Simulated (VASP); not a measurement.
# LiH21O11 in VASP: notebook

LiH21O11 is run at these levels: LDA; tasks: single point.

Everything below comes from runs of VASP 6.6.1. Logs are shortened: lines on timing, memory, paths and dates and some standing lists are left out, and cuts for length are marked.

## Step 1: The cell of the first run

The cell holds a disordered packing, 33 atoms: a = 6.765 Å, b = 6.765 Å, c = 6.765 Å, α = 90.00°, β = 90.00°, γ = 90.00°.

## Step 2: Single point, LDA

INCAR reads:

```
PREC     = Accurate       # precision mode
ENCUT    = 520            # plane-wave cutoff, eV
EDIFF    = 1E-6           # SCF threshold, eV
ISMEAR   = -1             # smearing method
SIGMA    = 0.02           # smearing width, eV
LREAL    = Auto         
LASPH    = True           # aspherical terms in the spheres
NELM     = 100            # most SCF steps
ALGO     = Normal         # electronic algorithm
ISIF     = 2              # what is computed and relaxed
LWAVE    = False          # write WAVECAR
LCHARG   = False          # write CHGCAR
GGA      = CA             # functional
NBANDS   = 67             # bands
```

KPOINTS reads:

```
regular mesh
0
Gamma
  1 1 1
```

POSCAR reads:

```
LiH21O11
1.0
    6.7649870000      0.0000000000      0.0000000000
    0.0000000000      6.7649870000      0.0000000000
    0.0000000000      0.0000000000      6.7649870000
O H Li
11 21 1
Direct
    0.7088261958      0.7946061094      0.4364236029
    0.7107478551      0.1359352206      0.6207550731
    0.0583149679      0.8396172823      0.9286787986
    0.2214490582      0.3092688870      0.4760836939
    0.6607551500      0.8385381967     -0.0586697358
    0.8262839234      0.4004294465      0.2907174840
    0.3751670181      0.5183601979      0.8064169229
    0.3416414547      0.7888411315      0.5861356422
    0.5041990472      0.1782265066     -0.0605618311
    0.0446268411      0.0278492775      0.3165120643
    0.0773393947      0.6598091024      0.3240656634
    0.8085750941      0.8627067576      0.3440213558
    0.7900680371      0.7525956813      0.5399714737
    0.7967347166      0.0920179152      0.7347833780
    0.7383310567      0.2930678211      0.5924179899
    0.1450261471      0.8353452860      1.0419975678
    0.1571030366      0.8325958350      0.8187303242
    0.1412863025      0.1873322151      0.3879386612
    0.1661496171      0.4344428156      0.4918560819
    0.7969860105      0.8007110731     -0.0795566939
    0.6067269605      0.6998535252     -0.0906875357
    0.8874370342      0.5341178039      0.3194980271
    0.7557590281      0.4498752178      0.1791873362
    0.3811093798      0.6363648592      0.7248794417
    0.2427203482      0.4782270831      0.8111175971
    0.4629720648      0.8039926758      0.5136890877
    0.2487661839      0.7053376451      0.4857511182
    0.5588332986      0.0419956461     -0.0839321642
    0.4558323615      0.1855731578      0.0671102546
    0.0696231937     -0.1646122897      0.2998823205
   -0.0612270208      0.0963490395      0.2297269751
    0.1109684320      0.5674955473      0.2341763554
    0.4077169697      0.2140432790      0.6573405093
```

Potentials or basis: VASP PAW LDA potentials, release 64 (O, H, Li_sv).

Started as:

```bash
$ cat potpaw_LDA.64/O/POTCAR potpaw_LDA.64/H/POTCAR potpaw_LDA.64/Li_sv/POTCAR > POTCAR
$ mpirun -np 1 vasp_gam > vasp.out
```

OUTCAR:

```text
PREC = Accurate
   ENCUT = 520
   EDIFF = 1E-6
   ISMEAR = -1
   LREAL = Auto
   LASPH = True
   NELM = 100
   ISIF = 2
   GGA = CA

 ion  position               nearest neighbor table
   1  0.709  0.795  0.436-  13 0.93  12 1.03
   2  0.711  0.136  0.621-  14 1.01  15 1.10  33 2.13
   3  0.058  0.840  0.929-  16 0.97  17 1.00
   4  0.221  0.309  0.476-  19 0.93  18 1.15  33 1.87
   5  0.661  0.839  0.941-  20 0.97  21 1.03
   6  0.826  0.400  0.291-  23 0.95  22 1.01
   7  0.375  0.518  0.806-  25 0.94  24 0.97
   8  0.342  0.789  0.586-  26 0.96  27 1.08  24 1.42
   9  0.504  0.178  0.939-  29 0.92  28 1.01  33 2.03
  10  0.045  0.028  0.317-  31 1.04  30 1.32  18 1.35
  11  0.077  0.660  0.324-  32 0.90  30 1.20
  12  0.809  0.863  0.344-   1 1.03
  13  0.790  0.753  0.540-   1 0.93
  14  0.797  0.092  0.735-   2 1.01
  15  0.738  0.293  0.592-   2 1.10
  16  0.145  0.835  0.042-   3 0.97
  17  0.157  0.833  0.819-   3 1.00
  18  0.141  0.187  0.388-   4 1.15  10 1.35
  19  0.166  0.434  0.492-   4 0.93
  20  0.797  0.801  0.920-   5 0.97
  21  0.607  0.700  0.909-   5 1.03
  22  0.887  0.534  0.319-   6 1.01
  23  0.756  0.450  0.179-   6 0.95
  24  0.381  0.636  0.725-   7 0.97   8 1.42
  25  0.243  0.478  0.811-   7 0.94
  26  0.463  0.804  0.514-   8 0.96
  27  0.249  0.705  0.486-   8 1.08
  28  0.559  0.042  0.916-   9 1.01
  29  0.456  0.186  0.067-   9 0.92
  30  0.070  0.835  0.300-  11 1.20  10 1.32
  31  0.939  0.096  0.230-  10 1.04
  32  0.111  0.567  0.234-  11 0.90
  33  0.408  0.214  0.657-   4 1.87   9 2.03   2 2.13

  LATTYP: Found a simple cubic cell.
 ALAT       =     6.7649870000

  Lattice vectors:

 A1 = (   6.7649870000,   0.0000000000,   0.0000000000)
 A2 = (   0.0000000000,   6.7649870000,   0.0000000000)
 A3 = (   0.0000000000,   0.0000000000,   6.7649870000)

Analysis of symmetry for initial positions (statically):
=====================================================================
 Subroutine PRICEL returns:
 Original cell was already a primitive cell.

 Routine SETGRP: Setting up the symmetry group for a
 simple cubic supercell.

 Subroutine GETGRP returns: Found  1 space group operations
 (whereof  1 operations were pure point group operations)
 out of a pool of 48 trial point group operations.

The static configuration has the point symmetry C_1 .

Analysis of symmetry for dynamics (positions and initial velocities):
=====================================================================
 Subroutine PRICEL returns:
 Original cell was already a primitive cell.

 Routine SETGRP: Setting up the symmetry group for a
 simple cubic supercell.

 Subroutine GETGRP returns: Found  1 space group operations
 (whereof  1 operations were pure point group operations)
 out of a pool of 48 trial point group operations.

The dynamic configuration has the point symmetry C_1 .

 Subroutine INISYM returns: Found  1 space group operations
 (whereof  1 operations are pure point group operations),
 and found     1 'primitive' translations

----------------------------------------------------------------------------------------

                                     Primitive cell

  volume of cell :     309.6000

  direct lattice vectors                    reciprocal lattice vectors
     6.764987000  0.000000000  0.000000000     0.147819944  0.000000000  0.000000000
     0.000000000  6.764987000  0.000000000     0.000000000  0.147819944  0.000000000
     0.000000000  0.000000000  6.764987000     0.000000000  0.000000000  0.147819944

  length of vectors
     6.764987000  6.764987000  6.764987000     0.147819944  0.147819944  0.147819944

  position of ions in fractional coordinates (direct lattice)
     0.708826196  0.794606109  0.436423603
     0.710747855  0.135935221  0.620755073
     0.058314968  0.839617282  0.928678799
     0.221449058  0.309268887  0.476083694
     0.660755150  0.838538197  0.941330264
     0.826283923  0.400429446  0.290717484
[... 25 lines left out ...]
     0.110968432  0.567495547  0.234176355
     0.407716970  0.214043279  0.657340509

[... 46 lines left out ...]
   TEBEG  =    0.0;   TEEND  =   0.0 temperature during run
   PSTRESS=    0.0 pullay stress
   NELECT =      90.0000    total number of electrons
   NUPDOWN=      -1.0000    fix difference up-down
   EMIN   =  10.00;   EMAX   =-10.00  energy-range for DOS
   EFERMI =   0.00;   METHOD = LEGACY
   ISMEAR =    -1;   SIGMA  =   0.02  broadening in eV -4-tet -1-fermi 0-gaus
   EFERMI_NEDOS =   21; number of points for ismear=-14 and -15
   IALGO  =     38    algorithm
   IMIX   =      4    mixing-type and parameters
     AMIX     =   0.40;   BMIX     =  1.00
     AMIX_MAG =   1.60;   BMIX_MAG =  1.00
  volume/ion in A,a.u.               =       9.38        63.31
  Fermi-wavevector in a.u.,A,eV,Ry     =   1.084481  2.049372 16.001805  1.176100
  Thomas-Fermi vector in A             =   2.220572
   LORBIT       =      0    0 simple, 1 ext, 2 COOP (PROOUT), +10 PAW based schemes
   GGA     = CA    functional components
   LHFCALC =     F    Hartree Fock is set to
   AEXX    =    0.0000 exact exchange contribution
   IVDW    =     0    specifies the selected vdW correction
   LEPSILON=     F    determine dielectric tensor
   LRPA    =     F    only Hartree local field effects (RPA)
 non-spin polarized calculation
  energy-cutoff  :      520.00
  volume of cell :      309.60
 maximum number of plane-waves:      4193
 NGX is ok and might be reduce to    50
   NGX = 25   NGY = 25   NGZ = 25

 number of electron      89.9999982 magnetization

 Free energy of the ion-electron system (eV)
  ---------------------------------------------------
  ext. energy  EPLUGINS =         0.00000000
  ---------------------------------------------------
  free energy    TOTEN  =      -167.64921123 eV

  energy without entropy =     -167.64921123  energy(sigma->0) =     -167.64921123

 E-fermi :  -2.1811     XC(G=0):  -7.6837

 val. band max:       -2.8355983415   @ k =   0.0000   0.0000   0.0000
 cond. band min:       0.6085192961   @ k =   0.0000   0.0000   0.0000
 fundamental gap:      3.4441176376
 Fermi energy:        -2.1810501154

 k-point     1 :       0.0000    0.0000    0.0000
  band No.  band energies     occupation
      1     -44.4101      2.00000
      2     -22.4910      2.00000
      3     -22.1729      2.00000
      4     -21.9812      2.00000
      5     -21.9166      2.00000
      6     -21.4214      2.00000
[... 49 lines left out ...]
     56       5.7852      0.00000
     57       6.0005      0.00000
 [bands above 57 left out]

------------------------ aborting loop because EDIFF is reached ----------------------------------------

  FORCE on cell =-STRESS in cart. coord.  units (eV):
  Direction    XX          YY          ZZ          XY          YZ          ZX
  --------------------------------------------------------------------------------------
  -------------------------------------------------------------------------------------
  Total        3.5967407     -2.7167815      5.4296128     -2.6993623     -1.6607973     -2.4659532
  in kB       18.6131046    -14.0593227     28.0982026    -13.9691784     -8.5946130    -12.7612883
  external PRESSURE =      10.8839948 kB  Pullay stress =       0.0000000 kB

 VOLUME and BASIS-vectors are now :
 -----------------------------------------------------------------------------
  energy-cutoff  :      520.00
  volume of cell :      309.60
      direct lattice vectors                 reciprocal lattice vectors
     6.764987000  0.000000000  0.000000000     0.147819944  0.000000000  0.000000000
     0.000000000  6.764987000  0.000000000     0.000000000  0.147819944  0.000000000
     0.000000000  0.000000000  6.764987000     0.000000000  0.000000000  0.147819944

 POSITION                                       TOTAL-FORCE (eV/Angst)
 -----------------------------------------------------------------------------------
      4.79520      5.37550      2.95240        -0.570923      0.766781     -2.864765
      4.80820      0.91960      4.19940         0.743413      3.301181      0.096119
      0.39450      5.68000      6.28250         0.404937     -0.227183     -1.532087
      1.49810      2.09220      3.22070         1.325203     -3.473593     -0.396045
      4.47000      5.67270      6.36809        -1.092992     -2.844497     -0.585187
      5.58980      2.70890      1.96670         0.282939     -0.014193      0.490227
[... 25 lines left out ...]
      0.75070      3.83910      1.58420         1.665167     -3.039928     -3.539870
      2.75820      1.44800      4.44690         0.400631      0.229792      0.319071
 -----------------------------------------------------------------------------------
    total drift:                                0.003981     -0.019050      0.004476

  FREE ENERGIE OF THE ION-ELECTRON SYSTEM (eV)
  ---------------------------------------------------
  free  energy   TOTEN  =      -167.6492112336 eV

  energy  without entropy=     -167.6492112336  energy(sigma->0) =     -167.64921123
```

It took 41 s on 1 thread of Intel Xeon 8259CL, shared host; peak memory 0.26 GiB.

What came out:

```
Free energy            : -167.6492 eV
Largest force          : 5.835 eV/Å
Band gap on the k mesh : 3.44 eV
```

Forces in eV/Å, atoms in the order of the input:
```
O   -0.571  0.767 -2.865
O    0.743  3.301  0.096
O    0.405 -0.227 -1.532
O    1.325 -3.474 -0.396
O   -1.093 -2.844 -0.585
O    0.283 -0.014  0.490
O    2.498 -1.547  1.805
O   -2.759 -0.445 -0.865
O    0.643 -0.294 -2.981
O   -1.131 -0.101 -1.567
O   -0.462  4.341  3.870
H   -1.250 -0.244  1.317
H    1.254 -0.599  1.722
H   -0.771  0.751 -1.047
H   -0.096 -3.604  0.389
H    0.048  0.201  0.877
H   -0.506  0.129 -0.015
H   -0.093  0.648  0.840
H   -1.336  1.818 -0.224
H    1.916  0.786  0.218
H   -0.672  1.586  0.515
H    0.234 -0.440  0.806
H   -1.400 -0.334 -1.219
H   -0.298  1.408 -1.271
H   -2.006 -0.596  0.278
H    1.956  0.480 -0.893
H    0.747  1.446  0.798
H    0.029  0.059  0.568
H   -1.118  0.105  2.755
H   -0.094  0.545  0.112
H    1.510 -0.800  1.224
H    1.665 -3.040 -3.540
Li   0.401  0.230  0.319
```

Caveat: the k points lie up to 0.93 Å⁻¹ apart, too coarse for converged energies, forces and pressures; the cutoff is under 1.25 times the usual one of these potentials, so pressure, stress and relaxed cells hold a basis-set (Pulay) error.

## Step 3: Single point, LDA

INCAR reads:

```
  ALGO = Normal
  EDIFF = 1E-6
  ENCUT = 520
  ISIF = 2
  ISMEAR = -1
  LASPH = T
  LCHARG = T
  LELF = T
  LREAL = Auto
  LVHAR = T
  LWAVE = F
  NBANDS = 67
  NELM = 60
  PREC = Accurate
  SIGMA = 0.02
```

KPOINTS reads:

```
k-points
0
Gamma
  1 1 1
```

POSCAR reads:

```
LiH21O11
1.0
    6.7649870000      0.0000000000      0.0000000000
    0.0000000000      6.7649870000      0.0000000000
    0.0000000000      0.0000000000      6.7649870000
O H Li
11 21 1
Direct
    0.6265496150      0.7779172377      0.3759356818
    0.7545912505      0.1226018616      0.6242436238
    0.1465782565      0.8241257522      0.9613026603
    0.2895201425      0.2348563271      0.4994096811
    0.7208883033      0.8773852781     -0.0355063506
    0.7987598498      0.4189217215      0.3160538224
    0.4059874764      0.5178723921      0.7688263111
    0.2688844783      0.8617902740      0.5935266394
    0.4581679167      0.1742205861     -0.0048337122
   -0.0217443138     -0.0000591280      0.3333931019
    0.1742058041      0.6222480546      0.3240952274
    0.7073775604      0.9020268627      0.4398678076
    0.6219524147      0.6853967347      0.5023956439
    0.7450864281      0.0077309831      0.7104522152
    0.8386416707      0.1335848835      0.5197201414
    0.2550189675      0.8840815215      1.0424558096
    0.2067261918      0.8695951670      0.8191442201
    0.2361867066      0.1130083472      0.4635485626
    0.2266375383      0.3769704214      0.4665197435
    0.8378730070      0.8089002980     -0.0739395360
    0.6580648270      0.8322410671      0.0834295764
    0.9096100259      0.5055885547      0.3453221714
    0.6830168336      0.4553297737      0.4000007687
    0.3587146583      0.6303633695      0.6849532749
    0.3118705180      0.4746794044      0.8632684734
    0.3981382374      0.8889595797      0.5050416209
    0.2256323626      0.7166015249      0.4413164430
    0.5116196084      0.0453807228      0.0587140818
    0.3635040245      0.2338954975      0.0695492837
    0.0065632055     -0.1685443002      0.3691507463
   -0.1385368516      0.0504509469      0.2455141451
    0.1945014824      0.6596760644      0.1818776592
    0.4848937625      0.2664158852      0.7227360526
```

Potentials or basis: VASP PAW LDA potentials, release 64 (O, H, Li_sv).

Started as:

```bash
$ cat potpaw_LDA.64/O/POTCAR potpaw_LDA.64/H/POTCAR potpaw_LDA.64/Li_sv/POTCAR > POTCAR
$ mpirun -np 1 vasp_gam > vasp.out
```

Wall time 58 s (1 thread of Intel Xeon 8259CL, shared host); peak memory 0.26 GiB.

The run converged. Its results:

* Free energy: -166.5714 eV
* Largest force: 6.104 eV/Å
* Band gap on the k mesh: 3.16 eV

Forces on the atoms (eV/Å):
```
O    0.890  0.948  3.521
O   -4.735  0.722  3.784
O    1.842  0.849 -0.984
O    1.679  5.712  0.918
O   -1.298  1.810 -1.112
O   -1.228 -0.955  0.402
O    1.758  0.065 -1.079
O    2.505 -0.841 -1.851
O    3.433 -3.496 -1.909
O   -0.706 -1.941  0.187
O   -0.853 -0.522  0.201
H   -1.215 -1.817 -1.120
H   -0.105  1.642 -2.297
H    0.687 -0.212  0.299
H    3.533 -0.319 -3.201
H   -1.202 -0.083 -0.234
H   -0.696 -0.983  0.645
H   -2.245 -2.137 -0.766
H    0.630 -3.101 -0.257
H    1.417 -0.784  0.682
H    0.369 -1.454  0.919
H    0.600  0.517  0.079
H    1.041 -0.343 -0.846
H   -0.729  0.786  0.442
H   -1.336  0.385  0.802
H   -1.967 -0.375  1.957
H    0.020  0.615 -0.123
H   -0.660  2.392 -1.119
H   -2.833  1.469  2.923
H   -0.799  3.637 -1.702
H    2.041 -1.522  0.738
H   -0.125  0.152  0.715
Li   0.285 -0.817 -0.614
```

Levels at points of the mesh, in eV from the valence-band top:
| k point | band 43 | band 44 | band 45 | band 46 | band 47 | band 48 |
| --- | --- | --- | --- | --- | --- | --- |
| (0.00, 0.00, 0.00) | -0.35 | -0.05 | 0.00 | 3.16 | 5.58 | 6.09 |

Caveat: the k points lie up to 0.93 Å⁻¹ apart, too coarse for converged energies, forces and pressures; the cutoff is under 1.25 times the usual one of these potentials, so pressure, stress and relaxed cells hold a basis-set (Pulay) error.

## Step 4: Single point, LDA

INCAR reads:

```
ALGO = Normal ; EDIFF = 1E-7
ENCUT = 520 ; ISIF = 2
ISMEAR = -1 ; LASPH = True
LCHARG = False ; LREAL = Auto
LWAVE = False ; NBANDS = 67
NELM = 60 ; PREC = Accurate
SIGMA = 0.02
```

KPOINTS is that of step 3.

POSCAR reads:

```
LiH21O11
1.0
    6.7649870000      0.0000000000      0.0000000000
    0.0000000000      6.7649870000      0.0000000000
    0.0000000000      0.0000000000      6.7649870000
O H Li
11 21 1
Direct
    0.5857660924      0.7981242240      0.4936890492
    0.7869342543      0.1106727921      0.6514424935
    0.1985665309      0.8660179244      1.0048356338
    0.3502297935      0.1884113007      0.4609025856
    0.8009475850      0.9424408354      0.0127568612
    0.7830170258      0.4342802137      0.3269924983
    0.4273178943      0.5503484338      0.7913836346
    0.2401482811      0.8787452215      0.6267713449
    0.4844059567      0.1968370375      0.0640799458
   -0.0478197519     -0.0098152443      0.3209910086
    0.1694164379      0.5990403234      0.3552113256
    0.6601934342      0.8390260026      0.6227654244
    0.6661210140      0.7055150291      0.4350340954
    0.9073483807      0.1135257170      0.7492697325
    0.8456483361      0.0483666857      0.5282936981
    0.2912791998      0.9350202742      1.1122711692
    0.1866522434      0.8823963742      0.8593068989
    0.2720921711      0.0375019198      0.5037555874
    0.2649820317      0.3119148640      0.4572957790
    0.9178879427      0.8381686469      0.0451294289
    0.6838446253      0.8919898885      0.1041982786
    0.8994695777      0.4789809648      0.2598674617
    0.8097872176      0.2967928837      0.3796903083
    0.3594833220      0.5669486135      0.6676879054
    0.5029573597      0.6801639087      0.7907184448
    0.3390102597      0.8217162871      0.5560838476
    0.2247010970      0.7023073363      0.4320185686
    0.5437852283      0.3308949448      0.0231781672
    0.4237702157      0.2289287474      0.1986108769
    0.0506874588     -0.1107319201      0.3447308916
   -0.1057799520      0.0084405188      0.1947379943
    0.2201482427      0.6306590094      0.2247602250
    0.4925656176      0.2588475041      0.7058993609
```

Started as:

```bash
$ cat potpaw_LDA.64/O/POTCAR potpaw_LDA.64/H/POTCAR potpaw_LDA.64/Li_sv/POTCAR > POTCAR
$ mpirun -np 1 vasp_gam > vasp.out
```

It took 76 s on 1 thread of Intel Xeon 8259CL, shared host; peak memory 0.26 GiB.

The run converged. Its results:

- Free energy: -166.5508 eV
- Largest force: 4.836 eV/Å
- Band gap on the k mesh: 3.30 eV

Forces on the atoms (eV/Å):
```
O   -1.054  2.566  3.142
O    1.740  0.211  1.562
O    0.282 -0.351  4.209
O   -0.549  0.866 -0.028
O   -0.832 -3.447  1.403
O   -1.145 -1.106  0.637
O    1.649  0.283  0.726
O   -3.993  2.562  0.833
O    0.257  2.015 -0.112
O    0.871  1.060  4.583
O   -0.661 -1.843 -1.259
H   -0.785  0.219 -2.041
H    2.268 -3.016 -1.619
H   -2.297 -0.131 -1.466
H    0.101  0.107 -0.394
H   -1.772 -0.513 -3.492
H    1.596  0.527 -0.841
H    0.122  1.276  1.170
H    0.190 -1.320 -0.355
H   -1.413  1.709 -1.204
H    1.875  1.177 -1.796
H    1.106  0.146 -0.037
H   -0.118  1.297 -0.367
H   -0.915  0.182 -0.839
H   -0.772 -1.360  0.293
H    4.368 -1.666 -1.237
H    0.057  1.482  1.834
H   -0.631 -1.658  0.837
H    0.397 -0.484 -0.334
H    0.075 -0.394 -0.201
H   -0.539  0.236 -2.324
H    0.153 -0.123 -1.155
Li   0.369 -0.508 -0.129
```

Levels at points of the mesh, in eV from the valence-band top:
```tsv
k point	band 42	band 43	band 44	band 45	band 46	band 47	band 48	band 49
(0.00, 0.00, 0.00)	-0.49	-0.41	-0.21	0.00	3.30	6.12	6.20	6.58
```

Caveat: the k points lie up to 0.93 Å⁻¹ apart, too coarse for converged energies, forces and pressures; the cutoff is under 1.25 times the usual one of these potentials, so pressure, stress and relaxed cells hold a basis-set (Pulay) error.

## Step 5: The runs side by side

| cell | gap on the mesh (eV) | largest force (eV/Å) |
| --- | --- | --- |
| as given, atomic positions A | 3.44 | 5.83 |
| as given, atomic positions B | 3.16 | 6.10 |
| as given, atomic positions C | 3.30 | 4.84 |

Alike in all rows: task single point; level LDA; potentials or basis VASP PAW LDA potentials, release 64 (O, H, Li_sv); no spin polarisation; k mesh 1 × 1 × 1; cutoff (eV) 520; smearing fermi-dirac 0.02 eV.

Caveats: all runs use coarse meshes; the cutoff is under 1.25 times the usual one of these potentials, so pressure, stress and relaxed cells hold a basis-set (Pulay) error.

Total energies depend on the potentials used, so only differences within one code and one set of settings carry meaning.
